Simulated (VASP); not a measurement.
Here is a VASP 6.6.1 calculation.

The input INCAR:

```
SYSTEM = Zr2Ta
PREC     = Accurate       ! precision mode
ENCUT    = 520            ! plane-wave cutoff, eV
EDIFF    = 1E-7           ! SCF threshold, eV
ISMEAR   = 0              ! smearing method
SIGMA    = 0.1            ! smearing width, eV
LREAL    = .False.        ! projectors in reciprocal space
LASPH    = .True.         ! aspherical terms in the spheres
NELM     = 80             ! most SCF steps
ALGO     = Fast           ! electronic algorithm
ISIF     = 2              ! what is computed and relaxed
LWAVE    = .False.        ! write WAVECAR
LCHARG   = .True.         ! write CHGCAR
GGA      = PE             ! functional
LELF     = .True.         ! ELF
LVHAR    = .True.       
NBANDS   = 24             ! bands
```

Contents of KPOINTS:

```
Automatic mesh
0
Gamma
  6 6 6
  0 0 0
```

The input POSCAR:

```
Zr2Ta
1.0
    0.0000000000      3.3013675774      3.3013675774
    3.3013675774      0.0000000000      3.3013675774
    3.3013675774      3.3013675774      0.0000000000
Zr Ta
2 1
Direct
    0.2500000000      0.2500000000      0.2500000000
    0.7500000000      0.7500000000      0.7500000000
    0.0000000000      0.0000000000      0.0000000000
```

Potentials or basis: VASP PAW PBE potentials, release 64 (Zr_sv, Ta_pv).

The run is started by

```sh
$ cat potpaw_PBE.64/Zr_sv/POTCAR potpaw_PBE.64/Ta_pv/POTCAR > POTCAR
$ mpirun -np 1 vasp_std > vasp.out
```

(1) What does it give for the pressure?

Results:

(1) 0.1 GPa.
